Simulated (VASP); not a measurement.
A run of VASP 6.6.1 is set up as follows.

INCAR

```
SYSTEM = BN
ALGO = Normal
EDIFF = 1E-7
EDIFFG = -0.001
ENCUT = 600
GGA = PE
GGA_COMPAT = .FALSE.
IBRION = 2
ISIF = 3
ISMEAR = 0
LASPH = .TRUE.
LCHARG = .FALSE.
LREAL = .FALSE.
LWAVE = .FALSE.
NELM = 120
NELMIN = 4
NSW = 80
PREC = Accurate
PSTRESS = 200.0
SIGMA = 0.01
```

The input KPOINTS:

```
k-points
0
G
  12 12 12
  0 0 0
```

The input POSCAR:

```
BN
1.0
    0.0000000000      1.8123386232      1.8123386232
    1.8123386232      0.0000000000      1.8123386232
    1.8123386232      1.8123386232      0.0000000000
B N
1 1
Direct
    0.0000000000      0.0000000000      0.0000000000
    0.7500000000      0.7500000000      0.7500000000
```

Potentials or basis: VASP PAW PBE potentials, release 64 (B, N).

Command:

```sh
$ cat potpaw_PBE.64/B/POTCAR potpaw_PBE.64/N/POTCAR > POTCAR
$ mpirun -np 1 vasp_std > vasp.out
```

**Question.** What does it give for the band gap on the k mesh?

**Answer.** 4.50 eV, indirect (least direct gap 9.02 eV).

**Question.** What does it give for the space group after relaxing (to 0.05 Å)?

**Answer.** F-43m (No. 216).

**Question.** What does it give for the relaxed volume?

**Answer.** 5.67 Å³/atom.

Final structure:
```xyz
2
Lattice="0.0000 1.7830 1.7830 1.7830 0.0000 1.7830 1.7830 1.7830 0.0000" Properties=species:S:1:pos:R:3 pbc="T T T"
B     0.0000    0.0000    0.0000
N     2.6744    2.6744    2.6744
```

Caveat: the cell is relaxed towards a set pressure, so the enthalpy falls and the energy may rise. A k mesh can miss the band edges.
